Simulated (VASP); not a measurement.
Pb, 2 atoms in the cell. Symmetry: P6_3/mmc, No. 194, hexagonal system. The conventional cell has a = 2.886 Å, b = 2.886 Å, c = 4.777 Å, α = 90.00°, β = 90.00°, γ = 120.00°. Pb (site symmetry -6m2) has 12 Pb at 2.89 to 2.91 Å within 3.8 Å. 

- Program: VASP 6.6.1
- Task: relaxation of cell and atoms
- Functional: LDA
- Potentials or basis: VASP PAW LDA potentials, release 64 (Pb_d)
- Cutoff: 600 eV
- k mesh: 15 × 15 × 8
- Occupations: fermi-dirac, width 0.05 eV
- Spin: no spin polarisation
- Target pressure: 97 GPa
- Dipole correction: no
- Further INCAR settings: ALGO = Normal; EDIFF = 1e-06; IBRION = 2; EDIFFG = -0.005; NSW = 32; ISIF = 3

Potentials or basis: VASP PAW LDA potentials, release 64 (Pb_d).

Command:

```bash
$ cat potpaw_LDA.64/Pb_d/POTCAR > POTCAR
$ mpirun -np 1 vasp_std > vasp.out
```

Hardware: 1 thread of AMD EPYC 7R13 (shared host).

Task: How long does it take, and how much memory?

Result: It took 7.5 min on 1 thread of AMD EPYC 7R13, with other jobs on the host, peak memory 0.18 GiB. Counts: scf iterations 40, k points 135, ion steps 9.
